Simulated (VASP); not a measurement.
The system is Au.

```
CELL_PARAMETERS angstrom
0.00000 2.08154 2.08154
2.08154 0.00000 2.08154
2.08154 2.08154 0.00000
ATOMIC_POSITIONS crystal
Au 0.00000 0.00000 0.00000
```

```yaml
Program: VASP 6.6.1
Task: relaxation of cell and atoms
Functional: r2SCAN
Potentials_or_basis: VASP PAW PBE potentials, release 64 (Au)
Cutoff: 550 eV
k_mesh: 10 × 10 × 10
Occupations: fermi-dirac, width 0.02 eV
Spin: no spin polarisation
```

At the start: pressure -3.3 GPa; volume 18.04 Å³/atom.

Q: Where does the relaxation end?

A: Over 3 steps the energy falls by 4.3 meV/atom and the volume is 17.64 Å³/atom (-2.2 %); space group Fm-3m (No. 225, to 0.05 Å).

Step by step:
```
step  energy change (eV)  largest force (eV/Å)  pressure (GPa)  volume (Å³)
   1              0.0000                0.0000           -3.28        18.04
   2              0.0044                0.0000            5.31        17.09
   3             -0.0043                0.0000           -0.01        17.64
```

Final structure:
```
Au
1.0
     0.00000    2.06594    2.06594
     2.06594    0.00000    2.06594
     2.06594    2.06594    0.00000
Au
1
Direct
  0.00000 0.00000 0.00000
```

Caveat: the PAW data sets were made with another functional, which shifts forces and pressure a little.
